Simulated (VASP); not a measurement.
# CaO (I4/mmm) in VASP: single point with r2SCAN

Aim: the single point of CaO with r2SCAN.

Everything below comes from runs of VASP 6.6.1. Logs are shortened: lines on timing, memory, paths and dates and some standing lists are left out, and cuts for length are marked.

## 1. The cell of the first run

Symmetry: I4/mmm, No. 139, tetragonal system. Conventional cell: a = 3.391 Å, b = 3.391 Å, c = 4.745 Å, α = 90.00°, β = 90.00°, γ = 90.00°. Within 3.1 Å of Ca (site symmetry 4/mmm) lie 6 O at 2.37 to 2.40 Å. O (site symmetry 4/mmm) has 6 Ca at 2.37 to 2.40 Å within 3.1 Å.

## 2. Single point, r2SCAN (uniaxial z strain -1.1%)

POSCAR

```
CaO
1.0
    0.0000000000      2.3975501144      2.3723758382
    2.3975501144      0.0000000000      2.3723758382
    2.3975501144      2.3975501144      0.0000000000
Ca O
1 1
Direct
    0.0000000000      0.0000000000      0.0000000000
    0.5000000000      0.5000000000      0.5000000000
```

INCAR.step1

```
PREC = Accurate
ENCUT = 910
ISMEAR = 0
SIGMA = 0.01
LREAL = False
LASPH = True
NELM = 120
NBANDS = 15
GGA = PE
ALGO = Normal
EDIFF = 1E-5
LWAVE = True
LCHARG = False
GGA_COMPAT = False
```

INCAR.step2

```
PREC = Accurate
ENCUT = 910
EDIFF = 1E-6
ISMEAR = 0
SIGMA = 0.01
LREAL = False
LASPH = True
NELM = 120
ALGO = Normal
ISIF = 2
LWAVE = False
LCHARG = False
METAGGA = R2SCAN
LMIXTAU = True
NBANDS = 15
ISTART = 1
GGA_COMPAT = False
```

KPOINTS

```
Automatic mesh
0
Gamma
  10 10 10
```

Potentials or basis: VASP PAW PBE potentials, release 64 (Ca_sv, O_h).

The run is started by

```
$ cat potpaw_PBE.64/Ca_sv/POTCAR potpaw_PBE.64/O_h/POTCAR > POTCAR
$ cp INCAR.step1 INCAR
$ mpirun -np 1 vasp_std > vasp.out
$ cp INCAR.step2 INCAR
$ mpirun -np 1 vasp_std > vasp.out
```

OUTCAR:

```text
PREC = Accurate
   ENCUT = 910
   EDIFF = 1E-6
   ISMEAR = 0
   LREAL = False
   LASPH = True
   NELM = 120
   ISIF = 2
   METAGGA = R2SCAN
   ISTART = 1

 ion  position               nearest neighbor table
   1  0.000  0.000  0.000-
   2  0.500  0.500  0.500-

  LATTYP: Found a body centered tetragonal cell.
 ALAT       =     3.3906478883
 C/A-ratio  =     1.3993643200

  Lattice vectors:

 A1 = (   0.0000000000,  -2.3975501144,  -2.3723758382)
 A2 = (   0.0000000000,   2.3975501144,  -2.3723758382)
 A3 = (   2.3975501144,   0.0000000000,   2.3723758382)

Analysis of symmetry for initial positions (statically):
=====================================================================
 Subroutine PRICEL returns:
 Original cell was already a primitive cell.

 Routine SETGRP: Setting up the symmetry group for a
 body centered tetragonal supercell.

 Subroutine GETGRP returns: Found 16 space group operations
 (whereof 16 operations were pure point group operations)
 out of a pool of 16 trial point group operations.

The static configuration has the point symmetry D_4h.

Analysis of symmetry for dynamics (positions and initial velocities):
=====================================================================
 Subroutine PRICEL returns:
 Original cell was already a primitive cell.

 Routine SETGRP: Setting up the symmetry group for a
 body centered tetragonal supercell.

 Subroutine GETGRP returns: Found 16 space group operations
 (whereof 16 operations were pure point group operations)
 out of a pool of 16 trial point group operations.

The dynamic configuration has the point symmetry D_4h.

 Subroutine INISYM returns: Found 16 space group operations
 (whereof 16 operations are pure point group operations),
 and found     1 'primitive' translations

----------------------------------------------------------------------------------------

                                     Primitive cell

  volume of cell :      27.2740

  direct lattice vectors                    reciprocal lattice vectors
     0.000000000  2.397550114  2.372375838    -0.208546214  0.208546214  0.210759186
     2.397550114  0.000000000  2.372375838     0.208546214 -0.208546214  0.210759186
     2.397550114  2.397550114  0.000000000     0.208546214  0.208546214 -0.210759186

  length of vectors
     3.372893960  3.372893960  3.390647888     0.362494802  0.362494802  0.362494802

  position of ions in fractional coordinates (direct lattice)
     0.000000000  0.000000000  0.000000000
     0.500000000  0.500000000  0.500000000

  ion indices of the primitive-cell ions
   primitive index   ion index
                 1           1
                 2           2

----------------------------------------------------------------------------------------

 KPOINTS: Automatic mesh

Automatic generation of k-mesh.
 Grid dimensions read from file:
 generate k-points for:   10   10   10

 Generating k-lattice:

  Cartesian coordinates                     Fractional coordinates (reciprocal lattice)
    -0.020854621  0.020854621  0.021075919     0.100000000  0.000000000  0.000000000
     0.020854621 -0.020854621  0.021075919     0.000000000  0.100000000  0.000000000
     0.020854621  0.020854621 -0.021075919     0.000000000  0.000000000  0.100000000

  Length of vectors
     0.036249480  0.036249480  0.036249480

  Shift w.r.t. Gamma in fractional coordinates (k-lattice)
     0.000000000  0.000000000  0.000000000

 Subroutine IBZKPT returns following result:
 ===========================================

 Found    102 irreducible k-points:

 Following reciprocal coordinates:
            Coordinates               Weight
  0.000000  0.000000  0.000000      1.000000
  0.100000  0.000000  0.000000      8.000000
  0.200000  0.000000  0.000000      8.000000
  0.300000  0.000000  0.000000      8.000000
  0.400000 -0.000000  0.000000      8.000000
  0.500000 -0.000000  0.000000      4.000000
[... 16 lines left out ...]
  0.300000  0.300000  0.000000      2.000000
  0.400000  0.300000  0.000000      8.000000
 [... further k-points ...]
   k-points           NKPTS =    102   k-points in BZ     NKDIM =    102   number of bands    NBANDS=     15
   number of dos      NEDOS =    301   number of ions     NIONS =      2
   total plane-waves  NPLWV =  46656
   dimension x,y,z NGX =    36 NGY =   36 NGZ =   36
   dimension x,y,z NGXF=    72 NGYF=   72 NGZF=   72
   ions per type =               1   1
   NGX,Y,Z   is equivalent  to a cutoff of  17.74, 17.74, 17.65 a.u.
   NGXF,Y,Z  is equivalent  to a cutoff of  35.49, 35.49, 35.30 a.u.
 SYSTEM =  unknown system
   PREC   = accura    normal or accurate (medium, high low for compatibility)
   ISTART =      1    job   : 0-new  1-cont  2-samecut
   ICHARG =      0    charge: 1-file 2-atom 10-const
   ISPIN  =      1    spin polarized calculation?
   LNONCOLLINEAR =      F non collinear calculations
   LSORBIT =      F    spin-orbit coupling
   LASPH  =      T    aspherical Exc in radial PAW
   ENCUT  =  910.0 eV  66.88 Ry    8.18 a.u.   8.30  8.30  8.34*2*pi/ulx,y,z
   NELM   =    120;   NELMIN=  2; NELMDL=  0     # of ELM steps
   EDIFF  = 0.1E-05   stopping-criterion for ELM
   LREAL  =      F    real-space projection
   EDIFFG = 0.1E-04   stopping-criterion for IOM
   NSW    =      0    number of steps for IOM
   IBRION =     -1    ionic relax: 0-MD 1-quasi-New 2-CG
   NFREE  =      0    steps in history (QN), initial steepest desc. (CG)
   ISIF   =      2    stress and relaxation
   ISYM   =      2    0-nonsym 1-usesym 2-fastsym
   POTIM  = 0.5000    time-step for ionic-motion
   TEBEG  =    0.0;   TEEND  =   0.0 temperature during run
   PSTRESS=    0.0 pullay stress
   NELECT =      16.0000    total number of electrons
   NUPDOWN=      -1.0000    fix difference up-down
   EMIN   =  10.00;   EMAX   =-10.00  energy-range for DOS
   EFERMI =   0.00;   METHOD = LEGACY
   ISMEAR =     0;   SIGMA  =   0.01  broadening in eV -4-tet -1-fermi 0-gaus
   EFERMI_NEDOS =   21; number of points for ismear=-14 and -15
   IALGO  =     38    algorithm
   IMIX   =      4    mixing-type and parameters
     AMIX     =   0.40;   BMIX     =  1.00
     AMIX_MAG =   1.60;   BMIX_MAG =  1.00
  volume/ion in A,a.u.               =      13.64        92.03
  Fermi-wavevector in a.u.,A,eV,Ry     =   1.370456  2.589787 25.553789  1.878151
  Thomas-Fermi vector in A             =   2.496241
   LORBIT       =      0    0 simple, 1 ext, 2 COOP (PROOUT), +10 PAW based schemes
   METAGGA = R2SCAN    functional components
   LHFCALC =     F    Hartree Fock is set to
   AEXX    =    0.0000 exact exchange contribution
   IVDW    =     0    specifies the selected vdW correction
   LEPSILON=     F    determine dielectric tensor
   LRPA    =     F    only Hartree local field effects (RPA)
 non-spin polarized calculation
 Gauss-broadening in eV      SIGMA  =   0.01
  energy-cutoff  :      910.00
  volume of cell :       27.27
 maximum number of plane-waves:      1721
 NGX is ok and might be reduce to    36
   NGX = 17   NGY = 17   NGZ = 17

 number of electron      16.0000000 magnetization

 Free energy of the ion-electron system (eV)
  ---------------------------------------------------
  ext. energy  EPLUGINS =         0.00000000
  ---------------------------------------------------
  free energy    TOTEN  =       -19.45897198 eV

  energy without entropy =      -19.45897198  energy(sigma->0) =      -19.45897198

 E-fermi :   2.4951     XC(G=0): -11.1704

 val. band max:        2.4134258827   @ k =   0.0000   0.0000   0.0000
 cond. band min:       6.5575020949   @ k =   0.5000   0.5000   0.0000
 fundamental gap:      4.1440762122
 Fermi energy:         2.4950670013

 k-point     1 :       0.0000    0.0000    0.0000
  band No.  band energies     occupation
      1     -36.5856      2.00000
      2     -16.4672      2.00000
      3     -16.4672      2.00000
      4     -16.4599      2.00000
      5     -14.1155      2.00000
      6       2.3850      2.00000
      7       2.3850      2.00000
      8       2.4134      2.00000
      9       7.9677      0.00000
     10       9.2721      0.00000
     11       9.2721      0.00000
     12       9.3438      0.00000
     13      10.8728      0.00000
     14      10.9788      0.00000
     15      18.2880      0.00000

 k-point     2 :       0.1000    0.0000    0.0000
  band No.  band energies     occupation
      1     -36.5752      2.00000
      2     -16.6429      2.00000
      3     -16.4728      2.00000
      4     -16.4669      2.00000
      5     -13.9318      2.00000
      6       2.0448      2.00000
      7       2.2446      2.00000
      8       2.2621      2.00000
      9       8.4232      0.00000
     10       9.2561      0.00000
     11       9.4539      0.00000
     12       9.4993      0.00000
     13      11.1216      0.00000
     14      11.2317      0.00000
     15      18.7135      0.00000

 k-point     3 :       0.2000    0.0000    0.0000
  band No.  band energies     occupation
      1     -36.5479      2.00000
      2     -17.0245      2.00000
      3     -16.4877      2.00000
      4     -16.4787      2.00000
      5     -13.5351      2.00000
      6       1.2799      2.00000
      7       1.9066      2.00000
      8       1.9180      2.00000
      9       9.2240      0.00000
     10       9.5454      0.00000
     11       9.9567      0.00000
     12       9.9847      0.00000
     13      11.7692      0.00000
     14      11.8886      0.00000
     15      19.3740      0.00000
[... 343 lines left out ...]
 k-point    23 :       0.3000    0.3000    0.0000
  band No.  band energies     occupation
      1     -36.4899      2.00000
      2     -17.1522      2.00000
      3     -16.6294      2.00000
      4     -16.6294      2.00000
      5     -13.4921      2.00000
      6       0.6457      2.00000
      7       2.0327      2.00000
      8       2.0327      2.00000
      9       7.3080      0.00000
     10      10.2933      0.00000
     11      11.6561      0.00000
     12      11.7809      0.00000
     13      11.7809      0.00000
     14      13.9234      0.00000
     15      21.1478      0.00000

 k-point    24 :       0.4000    0.3000    0.0000
  band No.  band energies     occupation
      1     -36.4684      2.00000
      2     -17.2057      2.00000
      3     -16.6789      2.00000
      4     -16.6543      2.00000
      5     -13.5201      2.00000
      6       0.7279      2.00000
      7       1.8273      2.00000
      8       1.9220      2.00000
      9       7.2595      0.00000
     10      10.8798      0.00000
     11      11.9927      0.00000
     12      12.0946      0.00000
     13      12.2245      0.00000
     14      14.3091      0.00000
     15      19.3886      0.00000

 [... further k-points ...]

------------------------ aborting loop because EDIFF is reached ----------------------------------------

  FORCE on cell =-STRESS in cart. coord.  units (eV):
  Direction    XX          YY          ZZ          XY          YZ          ZX
  --------------------------------------------------------------------------------------
  -------------------------------------------------------------------------------------
  Total        0.2615605      0.2615605      0.6174803      0.0000000      0.0000000      0.0000000
  in kB       15.3650471     15.3650471     36.2731105      0.0000000      0.0000000      0.0000000
  external PRESSURE =      22.3344016 kB  Pullay stress =       0.0000000 kB

 VOLUME and BASIS-vectors are now :
 -----------------------------------------------------------------------------
  energy-cutoff  :      910.00
  volume of cell :       27.27
      direct lattice vectors                 reciprocal lattice vectors
     0.000000000  2.397550114  2.372375838    -0.208546214  0.208546214  0.210759186
     2.397550114  0.000000000  2.372375838     0.208546214 -0.208546214  0.210759186
     2.397550114  2.397550114  0.000000000     0.208546214  0.208546214 -0.210759186

 POSITION                                       TOTAL-FORCE (eV/Angst)
 -----------------------------------------------------------------------------------
      0.00000      0.00000      0.00000         0.000000      0.000000      0.000000
      2.39755      2.39755      2.37238        -0.000000     -0.000000     -0.000000
 -----------------------------------------------------------------------------------
    total drift:                                0.000000      0.000000      0.000000

  FREE ENERGIE OF THE ION-ELECTRON SYSTEM (eV)
  ---------------------------------------------------
  free  energy   TOTEN  =       -19.4589719751 eV

  energy  without entropy=      -19.4589719751  energy(sigma->0) =      -19.45897198
```

It took 5.8 min on 1 thread of Intel Xeon Platinum 8259CL at 2.50GHz (Skylake/Cascade Lake), shared host; peak memory 0.28 GiB.

Results:

```
Free energy            : -19.4590 eV
Pressure               : 2.2 GPa
Band gap on the k mesh : 4.14 eV (least direct gap 4.55 eV)
```

Caveat: the cell differs from its parent crystal (uniaxial z strain -1.1%); the PAW data sets were made with another functional, which shifts forces and pressure a little. A k mesh can miss the band edges.
